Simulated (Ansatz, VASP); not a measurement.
**One calculation of IrO, two programs**

```
Ir O
1.0
     0.00000    2.33285    2.33285
     2.33285    0.00000    2.33285
     2.33285    2.33285    0.00000
Ir O
1 1
Cartesian
  0.0000 0.0000 0.0000
  1.1664 1.1664 1.1664
```

Alike in both runs: task single point; functional r2SCAN; k mesh 16 × 16 × 16; occupations gaussian, width 0.1 eV; no spin polarisation.

|  | VASP | Ansatz |
| --- | --- | --- |
| version | VASP 6.6.1 | Ansatz 0.2.0 |
| potentials or method | VASP PAW PBE potentials, release 64 (Ir_sv_GW, O), cutoff 660 eV | scalar-relativistic, plane waves, PAW |
| valence electrons in the cell | 23 | 23 |

VASP gave:

```
gap on the k mesh at the Fermi level (eV) : none
pressure (GPa)                            : 8.5
```

Task: What did Ansatz give for the same quantities?

Result: gap on the k mesh at the Fermi level (eV): none; pressure (GPa): 9.1.

VASP's potentials were made for PBE, not for r2SCAN. A gap of «none» marks a metal or a gap that the smearing closes.

Spin-orbit coupling is off throughout.
